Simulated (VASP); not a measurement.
A run of VASP 6.6.1:

File INCAR:

```
ALGO = Normal
EDIFF = 1E-6
ENCUT = 520
GGA = PE
ISIF = 2
ISMEAR = -1
LASPH = True
LCHARG = False
LREAL = False
LWAVE = False
NBANDS = 22
NELM = 100
PREC = Accurate
SIGMA = 0.06122561905347299
```

File KPOINTS:

```
k-points
0
Gamma
  17 17 17
```

The input POSCAR:

```
Rh
1.0
    0.0000000000      2.7386501867      2.7386501867
    2.7386501867      0.0000000000      2.7386501867
    2.7386501867      2.7386501867      0.0000000000
Rh
2
Direct
    0.0000000000      0.0000000000      0.0000000000
    0.2500000000      0.2500000000      0.2500000000
```

Potentials or basis: VASP PAW PBE potentials, release 64 (Rh_pv).

Launch:

```sh
$ cat potpaw_PBE.64/Rh_pv/POTCAR > POTCAR
$ mpirun -np 1 vasp_std > vasp.out
```

Hardware: 1 thread of Intel Xeon 8259CL, with other jobs on the host.

Question: Estimate the wall time of this run.

Answer: It took 3.2 min on 1 thread of Intel Xeon 8259CL, on a shared host, peak memory 0.25 GiB. Counts: scf iterations 11, k points 165.
